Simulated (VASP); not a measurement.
# NbP: single point with LDA

Crystal: NbP.

```
Nb P
1.0
    -1.66368    1.66368    5.70158
     1.66368   -1.66368    5.70158
     1.66368    1.66368   -5.70158
Nb P
2 2
Direct
  0.24988 0.74988 0.50000
  0.49988 0.49988 0.00000
  0.83275 0.33275 0.50000
  0.08275 0.08275 0.00000
```

This cell differs from its parent crystal: volume scaled by 0.98.

```json
{
 "Program": "VASP 6.6.1",
 "Task": "single point",
 "Functional": "LDA",
 "Potentials or basis": "VASP PAW LDA potentials, release 64 (Nb_sv, P)",
 "Cutoff": "520 eV",
 "k mesh": "11 × 11 × 11",
 "Occupations": "fermi-dirac, width 0.05 eV",
 "Spin": "no spin polarisation",
 "Dipole correction": "no",
 "Further INCAR settings": "ALGO = Normal; EDIFF = 1e-07; NBANDS = 26"
}
```

The pressure is -5.9 GPa and the largest force is 0.022 eV/Å. The band gap on the k mesh is zero (filled and empty bands overlap).

Forces in eV/Å, atoms in the order of the input:
```
Nb   0.000  0.000  0.022
Nb   0.000  0.000  0.022
P    0.000  0.000 -0.022
P    0.000  0.000 -0.022
```

Stress tensor (GPa, compression positive):
```
-5.73  0.00  0.00
 0.00 -5.73  0.00
 0.00  0.00 -6.12
```

Levels at points of the mesh, in eV from the Fermi level:
```csv
k point,band 15,band 16,band 17,band 18,band 19,band 20,band 21,band 22
"(0.00, 0.00, 0.00)",-2.18,-1.76,-1.34,-1.34,0.85,1.64,2.71,3.23
```

It took 17 min on 1 thread of AMD EPYC 7R43 64-Core Processor (Zen 3), with other jobs on the host, peak memory 0.33 GiB.
